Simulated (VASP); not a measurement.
# ZnS (F-43m) in VASP: further runs

The runs below take ZnS through single point, with PBE, r2SCAN.

Program: VASP 6.6.1. These are calculated values, not measurements. Logs are shortened: lines on timing, memory, paths and dates and some standing lists are left out, and cuts for length are marked.

**What was measured.**

From “Electronic, vibrational, and thermodynamic properties of ZnS (zincblende and rocksalt structure)”, 2009, arxiv:0911.5022, for a bulk crystal of ZnS at 19 K: band gap 3.85 eV (direct).

The results are compared with them further down.

### 1 The cell of the first run

It takes space group F-43m (No. 216, cubic). Conventional cell: a = 5.404 Å, b = 5.404 Å, c = 5.404 Å, α = 90.00°, β = 90.00°, γ = 90.00°. Zn (site symmetry -43m) has 4 S at 2.34 Å within 3.1 Å. S (site symmetry -43m) has 4 Zn at 2.34 Å within 3.1 Å.

### 2 Single point, PBE

INCAR reads:

```
SYSTEM = ZnS
  PREC = Accurate
  ENCUT = 500
  EDIFF = 1E-6
  ISMEAR = 0
  SIGMA = 0.05
  LREAL = .FALSE.
  LASPH = .TRUE.
  NELM = 120
  ALGO = Normal
  ISIF = 2
  LWAVE = .FALSE.
  LCHARG = .TRUE.
  GGA = PE
  LELF = .TRUE.
  LVHAR = .TRUE.
  NBANDS = 16
  GGA_COMPAT = .FALSE.
```

KPOINTS reads:

```
Automatic mesh
0
G
  6 6 6
  0 0 0
```

POSCAR reads:

```
ZnS
1.0
    0.0000000000      2.7020000000      2.7020000000
    2.7020000000      0.0000000000      2.7020000000
    2.7020000000      2.7020000000      0.0000000000
Zn S
1 1
Direct
    0.2500000000      0.2500000000      0.2500000000
    0.0000000000      0.0000000000      0.0000000000
```

Potentials or basis: VASP PAW PBE potentials, release 64 (Zn, S).

On the command line:

```console
$ cat potpaw_PBE.64/Zn/POTCAR potpaw_PBE.64/S/POTCAR > POTCAR
$ mpirun -np 1 vasp_std > vasp.out
```

OUTCAR:

```text
SYSTEM = ZnS
   PREC = Accurate
   ENCUT = 500
   EDIFF = 1E-6
   ISMEAR = 0
   LREAL = .FALSE.
   LASPH = .TRUE.
   NELM = 120
   ISIF = 2
   GGA = PE

 ion  position               nearest neighbor table
   1  0.250  0.250  0.250-   2 2.34   2 2.34   2 2.34   2 2.34
   2  0.000  0.000  0.000-   1 2.34   1 2.34   1 2.34   1 2.34

  LATTYP: Found a face centered cubic cell.
 ALAT       =     5.4040000000

  Lattice vectors:

 A1 = (   0.0000000000,   2.7020000000,   2.7020000000)
 A2 = (   2.7020000000,   0.0000000000,   2.7020000000)
 A3 = (   2.7020000000,   2.7020000000,   0.0000000000)

Analysis of symmetry for initial positions (statically):
=====================================================================
 Subroutine PRICEL returns:
 Original cell was already a primitive cell.

 Routine SETGRP: Setting up the symmetry group for a
 face centered cubic supercell.

 Subroutine GETGRP returns: Found 24 space group operations
 (whereof 24 operations were pure point group operations)
 out of a pool of 48 trial point group operations.

The static configuration has the point symmetry T_d .

Analysis of symmetry for dynamics (positions and initial velocities):
=====================================================================
 Subroutine PRICEL returns:
 Original cell was already a primitive cell.

 Routine SETGRP: Setting up the symmetry group for a
 face centered cubic supercell.

 Subroutine GETGRP returns: Found 24 space group operations
 (whereof 24 operations were pure point group operations)
 out of a pool of 48 trial point group operations.

The dynamic configuration has the point symmetry T_d .

 Subroutine INISYM returns: Found 24 space group operations
 (whereof 24 operations are pure point group operations),
 and found     1 'primitive' translations

----------------------------------------------------------------------------------------

                                     Primitive cell

  volume of cell :      39.4535

  direct lattice vectors                    reciprocal lattice vectors
     0.000000000  2.702000000  2.702000000    -0.185048113  0.185048113  0.185048113
     2.702000000  0.000000000  2.702000000     0.185048113 -0.185048113  0.185048113
     2.702000000  2.702000000  0.000000000     0.185048113  0.185048113 -0.185048113

  length of vectors
     3.821205046  3.821205046  3.821205046     0.320512733  0.320512733  0.320512733

  position of ions in fractional coordinates (direct lattice)
     0.250000000  0.250000000  0.250000000
     0.000000000  0.000000000  0.000000000

  ion indices of the primitive-cell ions
   primitive index   ion index
                 1           1
                 2           2

----------------------------------------------------------------------------------------

 KPOINTS: Automatic mesh

Automatic generation of k-mesh.
 Grid dimensions read from file:
 generate k-points for:    6    6    6

 Generating k-lattice:

  Cartesian coordinates                     Fractional coordinates (reciprocal lattice)
    -0.030841352  0.030841352  0.030841352     0.166666667  0.000000000  0.000000000
     0.030841352 -0.030841352  0.030841352     0.000000000  0.166666667  0.000000000
     0.030841352  0.030841352 -0.030841352     0.000000000  0.000000000  0.166666667

  Length of vectors
     0.053418789  0.053418789  0.053418789

  Shift w.r.t. Gamma in fractional coordinates (k-lattice)
     0.000000000  0.000000000  0.000000000

 Subroutine IBZKPT returns following result:
 ===========================================

 Found     16 irreducible k-points:

 Following reciprocal coordinates:
            Coordinates               Weight
  0.000000  0.000000  0.000000      1.000000
  0.166667  0.000000  0.000000      8.000000
  0.333333  0.000000  0.000000      8.000000
  0.500000  0.000000  0.000000      4.000000
  0.166667  0.166667  0.000000      6.000000
  0.333333  0.166667  0.000000     24.000000
[... 8 lines left out ...]
 -0.333333  0.333333  0.166667     24.000000
 -0.333333  0.500000  0.166667     12.000000
   k-points           NKPTS =     16   k-points in BZ     NKDIM =     16   number of bands    NBANDS=     16
   number of dos      NEDOS =    301   number of ions     NIONS =      2
   total plane-waves  NPLWV =  21952
   dimension x,y,z NGX =    28 NGY =   28 NGZ =   28
   dimension x,y,z NGXF=    56 NGYF=   56 NGZF=   56
   ions per type =               1   1
   NGX,Y,Z   is equivalent  to a cutoff of  12.18, 12.18, 12.18 a.u.
   NGXF,Y,Z  is equivalent  to a cutoff of  24.36, 24.36, 24.36 a.u.
 SYSTEM =  ZnS
   PREC   = accura    normal or accurate (medium, high low for compatibility)
   ISTART =      0    job   : 0-new  1-cont  2-samecut
   ICHARG =      2    charge: 1-file 2-atom 10-const
   ISPIN  =      1    spin polarized calculation?
   LNONCOLLINEAR =      F non collinear calculations
   LSORBIT =      F    spin-orbit coupling
   LASPH  =      T    aspherical Exc in radial PAW
   ENCUT  =  500.0 eV  36.75 Ry    6.06 a.u.   6.97  6.97  6.97*2*pi/ulx,y,z
   NELM   =    120;   NELMIN=  2; NELMDL= -5     # of ELM steps
   EDIFF  = 0.1E-05   stopping-criterion for ELM
   LREAL  =      F    real-space projection
   EDIFFG = 0.1E-04   stopping-criterion for IOM
   NSW    =      0    number of steps for IOM
   IBRION =     -1    ionic relax: 0-MD 1-quasi-New 2-CG
   NFREE  =      0    steps in history (QN), initial steepest desc. (CG)
   ISIF   =      2    stress and relaxation
   ISYM   =      2    0-nonsym 1-usesym 2-fastsym
   POTIM  = 0.5000    time-step for ionic-motion
   TEBEG  =    0.0;   TEEND  =   0.0 temperature during run
   PSTRESS=    0.0 pullay stress
   NELECT =      18.0000    total number of electrons
   NUPDOWN=      -1.0000    fix difference up-down
   EMIN   =  10.00;   EMAX   =-10.00  energy-range for DOS
   EFERMI =   0.00;   METHOD = LEGACY
   ISMEAR =     0;   SIGMA  =   0.05  broadening in eV -4-tet -1-fermi 0-gaus
   EFERMI_NEDOS =   21; number of points for ismear=-14 and -15
   IALGO  =     38    algorithm
   IMIX   =      4    mixing-type and parameters
     AMIX     =   0.40;   BMIX     =  1.00
     AMIX_MAG =   1.60;   BMIX_MAG =  1.00
  volume/ion in A,a.u.               =      19.73       133.12
  Fermi-wavevector in a.u.,A,eV,Ry     =   1.260290  2.381602 21.610537  1.588330
  Thomas-Fermi vector in A             =   2.393807
   LORBIT       =      0    0 simple, 1 ext, 2 COOP (PROOUT), +10 PAW based schemes
   GGA     = PE    functional components
   LHFCALC =     F    Hartree Fock is set to
   AEXX    =    0.0000 exact exchange contribution
   IVDW    =     0    specifies the selected vdW correction
   LEPSILON=     F    determine dielectric tensor
   LRPA    =     F    only Hartree local field effects (RPA)
 non-spin polarized calculation
 Gauss-broadening in eV      SIGMA  =   0.05
  energy-cutoff  :      500.00
  volume of cell :       39.45
 maximum number of plane-waves:      1018
   NGX = 13   NGY = 13   NGZ = 13

 number of electron      18.0000000 magnetization

 Free energy of the ion-electron system (eV)
  ---------------------------------------------------
  ext. energy  EPLUGINS =         0.00000000
  ---------------------------------------------------
  free energy    TOTEN  =        -6.84398069 eV

  energy without entropy =       -6.84398069  energy(sigma->0) =       -6.84398069

 E-fermi :   2.3439     XC(G=0):  -9.6293

 val. band max:        2.1093331986   @ k =   0.0000   0.0000   0.0000
 cond. band min:       4.2223855877   @ k =   0.0000   0.0000   0.0000
 fundamental gap:      2.1130523891
 Fermi energy:         2.3438810612

 k-point     1 :       0.0000    0.0000    0.0000
  band No.  band energies     occupation
      1     -11.0309      2.00000
      2      -4.2318      2.00000
      3      -4.2318      2.00000
      4      -4.2318      2.00000
      5      -3.7339      2.00000
      6      -3.7339      2.00000
[... 8 lines left out ...]
     15      13.8711      0.00000
     16      13.9787      0.00000

 k-point     2 :       0.1667    0.0000    0.0000
  band No.  band energies     occupation
      1     -10.8285      2.00000
      2      -4.2246      2.00000
      3      -4.1966      2.00000
      4      -4.1966      2.00000
      5      -3.7358      2.00000
      6      -3.7358      2.00000
[... 8 lines left out ...]
     15      13.0852      0.00000
     16      14.8124      0.00000

 k-point     3 :       0.3333    0.0000    0.0000
  band No.  band energies     occupation
      1     -10.3693      2.00000
      2      -4.1378      2.00000
      3      -4.1378      2.00000
      4      -4.0672      2.00000
      5      -3.7221      2.00000
      6      -3.7221      2.00000
[... 8 lines left out ...]
     15      13.6947      0.00000
     16      13.9757      0.00000

 k-point     4 :       0.5000    0.0000    0.0000
  band No.  band energies     occupation
      1     -10.1036      2.00000
      2      -4.1169      2.00000
      3      -4.1169      2.00000
      4      -3.7036      2.00000
      5      -3.7036      2.00000
      6      -3.5311      2.00000
[... 8 lines left out ...]
     15      15.5166      0.00000
     16      15.5166      0.00000
[... 172 lines left out ...]
 k-point    14 :       0.5000    0.3333    0.1667
  band No.  band energies     occupation
      1     -10.0508      2.00000
      2      -4.1393      2.00000
      3      -4.0525      2.00000
      4      -3.9352      2.00000
      5      -3.7108      2.00000
      6      -3.6587      2.00000
[... 8 lines left out ...]
     15      16.0630      0.00000
     16      16.6795      0.00000

 k-point    15 :      -0.3333    0.3333    0.1667
  band No.  band energies     occupation
      1      -9.8700      2.00000
      2      -4.0988      2.00000
      3      -4.0110      2.00000
      4      -3.7864      2.00000
      5      -3.7438      2.00000
      6      -3.4208      2.00000
[... 8 lines left out ...]
     15      15.8508      0.00000
     16      16.5339      0.00000

 k-point    16 :      -0.3333    0.5000    0.1667
  band No.  band energies     occupation
      1      -9.7871      2.00000
      2      -4.1400      2.00000
      3      -3.9379      2.00000
      4      -3.8502      2.00000
      5      -3.7109      2.00000
      6      -3.3796      2.00000
[... 8 lines left out ...]
     15      16.0175      0.00000
     16      16.9650      0.00000

------------------------ aborting loop because EDIFF is reached ----------------------------------------

  FORCE on cell =-STRESS in cart. coord.  units (eV):
  Direction    XX          YY          ZZ          XY          YZ          ZX
  --------------------------------------------------------------------------------------
  -------------------------------------------------------------------------------------
  Total        0.4353544      0.4353544      0.4353544      0.0000000     -0.0000000     -0.0000000
  in kB       17.6794003     17.6794003     17.6794003      0.0000000     -0.0000000     -0.0000000
  external PRESSURE =      17.6794003 kB  Pullay stress =       0.0000000 kB

 VOLUME and BASIS-vectors are now :
 -----------------------------------------------------------------------------
  energy-cutoff  :      500.00
  volume of cell :       39.45
      direct lattice vectors                 reciprocal lattice vectors
     0.000000000  2.702000000  2.702000000    -0.185048113  0.185048113  0.185048113
     2.702000000  0.000000000  2.702000000     0.185048113 -0.185048113  0.185048113
     2.702000000  2.702000000  0.000000000     0.185048113  0.185048113 -0.185048113

 POSITION                                       TOTAL-FORCE (eV/Angst)
 -----------------------------------------------------------------------------------
      1.35100      1.35100      1.35100         0.000000     -0.000000      0.000000
      0.00000      0.00000      0.00000        -0.000000      0.000000     -0.000000
 -----------------------------------------------------------------------------------
    total drift:                               -0.000000     -0.000000     -0.000000

  FREE ENERGIE OF THE ION-ELECTRON SYSTEM (eV)
  ---------------------------------------------------
  free  energy   TOTEN  =        -6.8439806931 eV

  energy  without entropy=       -6.8439806931  energy(sigma->0) =       -6.84398069
```

It took 14 s on 1 thread of Intel Xeon 8259CL, shared host; peak memory 0.15 GiB.

What came out:

- Free energy: -6.8440 eV
- Pressure: 1.8 GPa
- Band gap on the k mesh: 2.11 eV

Levels at points of the mesh, in eV from the valence-band top:
| k point | band 7 | band 8 | band 9 | band 10 | band 11 | band 12 |
| --- | --- | --- | --- | --- | --- | --- |
| (0.00, 0.00, 0.00) | 0.00 | 0.00 | 0.00 | 2.11 | 6.39 | 6.39 |
| (0.50, 0.00, 0.00) | -5.29 | -0.87 | -0.87 | 3.31 | 6.93 | 6.93 |
| (0.50, 0.50, 0.00) | -4.56 | -2.22 | -2.22 | 3.41 | 4.07 | 10.98 |

### 3 Single point, PBE (19.94 Å³/atom)

This run uses another cell than the first one, of 19.94 Å³/atom.

INCAR reads:

```
PREC = Accurate ; ENCUT = 500
EDIFF = 1E-6 ; ISMEAR = 0
SIGMA = 0.05 ; LREAL = False
LASPH = True ; NELM = 120
ALGO = Normal ; ISIF = 2
LWAVE = False ; LCHARG = False
GGA = PE ; NBANDS = 16
GGA_COMPAT = False
```

KPOINTS reads:

```
Automatic mesh
0
Gamma
  6 6 6
```

POSCAR reads:

```
ZnS
1.0
    0.0000000000      2.7116773074      2.7116773074
    2.7116773074      0.0000000000      2.7116773074
    2.7116773074      2.7116773074      0.0000000000
Zn S
1 1
Direct
    0.2500000000      0.2500000000      0.2500000000
    0.0000000000      0.0000000000      0.0000000000
```

Potentials or basis: VASP PAW PBE potentials, release 64 (Zn, S).

On the command line:

```console
$ cat potpaw_PBE.64/Zn/POTCAR potpaw_PBE.64/S/POTCAR > POTCAR
$ mpirun -np 1 vasp_std > vasp.out
```

Run time: 13 s. Hardware: 1 thread of Intel Xeon 8259CL, shared host; peak memory 0.15 GiB.

Results (log left out):

```yaml
Free_energy: -6.8477 eV
Pressure: 1.0 GPa
Band_gap_on_the_k_mesh: 2.07 eV
```

Levels at points of the mesh, in eV from the valence-band top:
```
           k point  band 7  band 8  band 9  band 10  band 11  band 12
(0.00, 0.00, 0.00)    0.00    0.00    0.00     2.07     6.40     6.40
(0.50, 0.00, 0.00)   -5.22   -0.85   -0.85     3.29     6.93     6.93
(0.50, 0.50, 0.00)   -4.52   -2.18   -2.18     3.43     4.07    10.90
```

### 4 Single point, PBE (20.17 Å³/atom)

This run uses another cell than the first one, of 20.17 Å³/atom.

INCAR reads:

```
SYSTEM = ZnS
  PREC = Accurate
  ENCUT = 500
  EDIFF = 1E-6
  ISMEAR = 0
  SIGMA = 0.05
  LREAL = .False.
  LASPH = .True.
  NELM = 120
  ALGO = Normal
  ISIF = 2
  LWAVE = .False.
  LCHARG = .False.
  GGA = PE
  NBANDS = 16
  GGA_COMPAT = .False.
```

KPOINTS reads:

```
Automatic mesh
0
Gamma
  6 6 6
  0 0 0
```

POSCAR reads:

```
ZnS
1.0
    0.0000000000      2.7220027303      2.7220027303
    2.7220027303      0.0000000000      2.7220027303
    2.7220027303      2.7220027303      0.0000000000
Zn S
1 1
Direct
    0.2500000000      0.2500000000      0.2500000000
    0.0000000000      0.0000000000      0.0000000000
```

On the command line:

```console
$ cat potpaw_PBE.64/Zn/POTCAR potpaw_PBE.64/S/POTCAR > POTCAR
$ mpirun -np 1 vasp_std > vasp.out
```

Wall time 14 s (1 thread of Intel Xeon 8259CL, shared host); peak memory 0.15 GiB.

Results (log left out):

* Free energy: -6.8493 eV
* Pressure: 0.1 GPa
* Band gap on the k mesh: 2.02 eV

Levels at points of the mesh, in eV from the valence-band top:
```
           k point  band 7  band 8  band 9  band 10  band 11  band 12
(0.00, 0.00, 0.00)    0.00    0.00    0.00     2.02     6.41     6.41
(0.50, 0.00, 0.00)   -5.15   -0.83   -0.83     3.26     6.94     6.94
(0.50, 0.50, 0.00)   -4.47   -2.14   -2.14     3.45     4.07    10.82
```

### 5 Single point, r2SCAN (19.87 Å³/atom)

This run uses another cell than the first one, of 19.87 Å³/atom.

POSCAR reads:

```
ZnS
1.0
    0.0000000000      2.7084924375      2.7084924375
    2.7084924375      0.0000000000      2.7084924375
    2.7084924375      2.7084924375      0.0000000000
Zn S
1 1
Direct
    0.2500000000      0.2500000000      0.2500000000
    0.0000000000      0.0000000000      0.0000000000
```

INCAR.step1 reads:

```
PREC = Accurate
ENCUT = 550
ISMEAR = 0
SIGMA = 0.05
LREAL = F
LASPH = T
NELM = 120
NBANDS = 16
GGA = PE
ALGO = Normal
EDIFF = 1E-5
LWAVE = T
LCHARG = F
GGA_COMPAT = F
```

INCAR.step2 reads:

```
PREC = Accurate
ENCUT = 550
EDIFF = 1E-6
ISMEAR = 0
SIGMA = 0.05
LREAL = F
LASPH = T
NELM = 120
ALGO = Normal
ISIF = 2
LWAVE = F
LCHARG = F
METAGGA = R2SCAN
LMIXTAU = T
NBANDS = 16
ISTART = 1
GGA_COMPAT = F
```

KPOINTS reads:

```
Automatic mesh
0
Gamma
  6 6 6
```

On the command line:

```console
$ cat potpaw_PBE.64/Zn/POTCAR potpaw_PBE.64/S/POTCAR > POTCAR
$ cp INCAR.step1 INCAR
$ mpirun -np 1 vasp_std > vasp.out
$ cp INCAR.step2 INCAR
$ mpirun -np 1 vasp_std > vasp.out
```

Wall time 84 s (1 thread of Intel Xeon 8259CL, shared host); peak memory 0.17 GiB.

The run converged. Its results:

| Quantity | Value |
| --- | --- |
| Free energy | -18.8618 eV |
| Pressure | -1.2 GPa |
| Band gap on the k mesh | 2.64 eV |

Levels at points of the mesh, in eV from the valence-band top:
| k point | band 6 | band 7 | band 8 | band 9 | band 10 | band 11 | band 12 | band 13 |
| --- | --- | --- | --- | --- | --- | --- | --- | --- |
| (0.00, 0.00, 0.00) | -5.94 | 0.00 | 0.00 | 0.00 | 2.64 | 6.91 | 6.91 | 6.91 |
| (0.50, 0.00, 0.00) | -5.74 | -5.35 | -0.88 | -0.88 | 3.80 | 7.40 | 7.40 | 9.39 |
| (0.50, 0.50, 0.00) | -5.72 | -4.59 | -2.25 | -2.25 | 3.74 | 4.48 | 11.70 | 12.77 |

Caveat: the PAW data sets were made with another functional, which shifts forces and pressure a little.

### 6 Summary

```csv
level,cell,cutoff (eV),gap on the mesh (eV),pressure (GPa)
PBE,"a = 3.821 Å, angles 60.0°, 2 atoms",500,2.11,1.8
PBE,"a = 3.835 Å, angles 60.0°, 2 atoms",500,2.07,1.0
PBE,"a = 3.849 Å, angles 60.0°, 2 atoms",500,2.02,0.1
r2SCAN,"a = 3.830 Å, angles 60.0°, 2 atoms",550,2.64,-1.2
```

Alike in all rows: task single point; potentials or basis VASP PAW PBE potentials, release 64 (Zn, S); no spin polarisation; k mesh 6 × 6 × 6; smearing gaussian 0.05 eV.

Caveats: the PAW data sets were made with another functional, which shifts forces and pressure a little (at least some runs).

Total energies depend on the potentials used, so only differences within one code and one set of settings carry meaning.

### 7 Comparison with measurements

Step 3. A measured gap of ZnS is 3.85 eV (direct; 19 K; quoted in “Electronic, vibrational, and thermodynamic properties of ZnS (zincblende and rocksalt structure)”, 2009, arxiv:0911.5022); the calculated 2.07 eV misses it by -1.78 eV. The value is that of PBE, without temperature or zero-point motion. Semilocal functionals fall short of measured gaps as a rule.

Step 4. Measured gap of ZnS: 3.85 eV (direct; 19 K; quoted in “Electronic, vibrational, and thermodynamic properties of ZnS (zincblende and rocksalt structure)”, 2009, arxiv:0911.5022). This calculation gives 2.02 eV (-1.83 eV). The value is that of PBE, without temperature or zero-point motion. Semilocal functionals fall short of measured gaps as a rule.
